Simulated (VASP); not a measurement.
Here is a VASP 6.6.1 calculation.

File POSCAR:

```
KBr
1.0
    0.0000000000      3.4008513556      3.4008513556
    3.4008513556      0.0000000000      3.4008513556
    3.4008513556      3.4008513556      0.0000000000
K Br
1 1
Direct
    0.0000000000      0.0000000000      0.0000000000
    0.5000000000      0.5000000000      0.5000000000
```

The input INCAR.step1:

```
ALGO = Normal
EDIFF = 1E-5
ENCUT = 520
GGA = PE
ISIF = 2
ISMEAR = 0
LASPH = True
LCHARG = False
LREAL = False
LWAVE = True
NBANDS = 15
NELM = 60
PREC = Accurate
SIGMA = 0.01
```

INCAR.step2

```
ALGO = Normal
EDIFF = 1E-7
ENCUT = 520
GGA = PE
HFSCREEN = 0.2079
ISIF = 2
ISMEAR = 0
ISTART = 1
LASPH = True
LCHARG = False
LHFCALC = True
LREAL = False
LWAVE = False
NBANDS = 15
NELM = 60
PREC = Accurate
PRECFOCK = Normal
SIGMA = 0.01
```

KPOINTS

```
k-points
0
Gamma
  4 4 4
```

Potentials or basis: VASP PAW PBE potentials, release 64 (K_sv, Br).

The run is started by

```bash
$ cat potpaw_PBE.64/K_sv/POTCAR potpaw_PBE.64/Br/POTCAR > POTCAR
$ cp INCAR.step1 INCAR
$ mpirun -np 1 vasp_std > vasp.out
$ cp INCAR.step2 INCAR
$ mpirun -np 1 vasp_std > vasp.out
```

Estimate the pressure.

-0.7 GPa.

Estimate the band gap on the k mesh.

5.35 eV.

Caveat: the cell differs from its parent crystal (strain +3.0%); the PAW data sets were made with another functional, which shifts forces and pressure a little.
